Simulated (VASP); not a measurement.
BN, 2 atoms in the cell. Symmetry: Fmm2, No. 42, orthorhombic system. Conventional cell: a = 2.503 Å, b = 6.991 Å, c = 4.332 Å, α = 90.00°, β = 90.00°, γ = 90.00°. B (site symmetry mm2) has 3 N at 1.42 to 1.49 Å within 1.9 Å. Within 1.9 Å of N (site symmetry mm2) lie 3 B at 1.42 to 1.49 Å.  This cell differs from its parent crystal: all B atoms moved +0.050 Å, as atom 1 along Cartesian [0 0 1].

```yaml
Program: VASP 6.6.1
Task: single point
Functional: LDA
Potentials_or_basis: VASP PAW LDA potentials, release 64 (B, N)
Cutoff: 600 eV
k_mesh: 12 × 12 × 12
Occupations: gaussian, width 0.05 eV
Spin: no spin polarisation
Dipole_correction: no
Further_INCAR_settings: ALGO = Normal; EDIFF = 1e-06; NBANDS = 11
```

Potentials or basis: VASP PAW LDA potentials, release 64 (B, N).

Launch:

```bash
$ cat potpaw_LDA.64/B/POTCAR potpaw_LDA.64/N/POTCAR > POTCAR
$ mpirun -np 1 vasp_std > vasp.out
```

Hardware: 1 thread of Intel(R) Xeon(R) 6975P-C (Granite Rapids) (shared host).

How long does it take, and how much memory?

It took 26 s on 1 thread of Intel(R) Xeon(R) 6975P-C (Granite Rapids) (shared host), peak memory 0.18 GiB. Counts: scf iterations 12, k points 280.
